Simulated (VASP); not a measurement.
Runs of VASP 6.6.1 on PbS. The structure is that of space group Fm-3m (No. 225), or close to it. The cells are those of the table. 

| task | level | potentials or basis | cell | k mesh | cutoff (eV) | smearing | gap on the mesh (eV) | pressure (GPa) | relaxed volume (Å³/atom) |
| --- | --- | --- | --- | --- | --- | --- | --- | --- | --- |
| single point | PBE | VASP PAW PBE potentials, release 64 (Pb_d, S) | a = 4.201 Å, angles 60.0°, 2 atoms | 8 × 8 × 8 | 520 | fermi-dirac 0.02 eV | 0.38 | 1.8 | - |
| relaxation of cell and atoms | PBE+D4 | VASP PAW PBE potentials, release 64 (Pb_d, S) | relaxed from a = 4.195 Å, angles 60.0°, 2 atoms | 6 × 6 × 6 | 600 | fermi-dirac 0.02 eV | 0.37 | 0.0 | (b) |
| single point | LDA | VASP PAW LDA potentials, release 64 (Pb_d, S) | a = 4.201 Å, angles 60.0°, 2 atoms | 8 × 8 × 8 | 520 | gaussian 0.01 eV | 0.22 | -2.8 | - |
| single point | PBE | VASP PAW PBE potentials, release 64 (Pb_d, S) | a = 4.201 Å, angles 60.0°, 2 atoms | 4 × 4 × 4 | 500 | gaussian 0.01 eV | 0.38 | 1.9 | - |
| single point | PBE | VASP PAW PBE potentials, release 64 (Pb_d, S) | a = 4.201 Å, angles 60.0°, 2 atoms | 4 × 4 × 4 | 520 | gaussian 0.01 eV | 0.38 | 1.9 | - |
| single point | PBE+D4 | VASP PAW PBE potentials, release 64 (Pb_d, S) | a = 4.198 Å, angles 60.0°, 2 atoms | 6 × 6 × 6 | 520 | fermi-dirac 0.02 eV | 0.38 | -0.1 | - |
| relaxation of cell and atoms | PBE+D3(BJ) | VASP PAW PBE potentials, release 64 (Pb_d, S) | relaxed from a = 4.227 Å, angles 60.0°, 2 atoms | 6 × 6 × 6 | 600 | fermi-dirac 0.02 eV | 0.37 | 0.0 | (c) |
| single point | r2SCAN+rVV10 | VASP PAW PBE potentials, release 64 (Pb_d, S) | a = 4.201 Å, angles 60.0°, 2 atoms | 6 × 6 × 6 | 520 | fermi-dirac 0.02 eV | 0.60 | 0.1 | - |
| single point | PBE+D3(BJ) | VASP PAW PBE potentials, release 64 (Pb_d, S) | a = 4.195 Å, angles 60.0°, 2 atoms | 6 × 6 × 6 | 520 | fermi-dirac 0.02 eV | 0.37 | -0.1 | - |
| single point | r2SCAN | VASP PAW PBE potentials, release 64 (Pb_d, S) | a = 4.201 Å, angles 60.0°, 2 atoms | 8 × 8 × 8 | 520 | gaussian 0.01 eV | 0.64 | (a) | - |

Alike in all rows: no spin polarisation.

**Question.** Estimate the missing entries.

**Answer.** (a) 1.0; (b) 26.13; (c) 26.11.

Caveats: some runs use coarse meshes; spin-orbit coupling is left out, which moves the levels of the heavy elements; the PAW data sets were made with another functional, which shifts forces and pressure a little (some runs).

A k mesh can miss the band edges, and the runs leave out spin-orbit coupling on Pb.
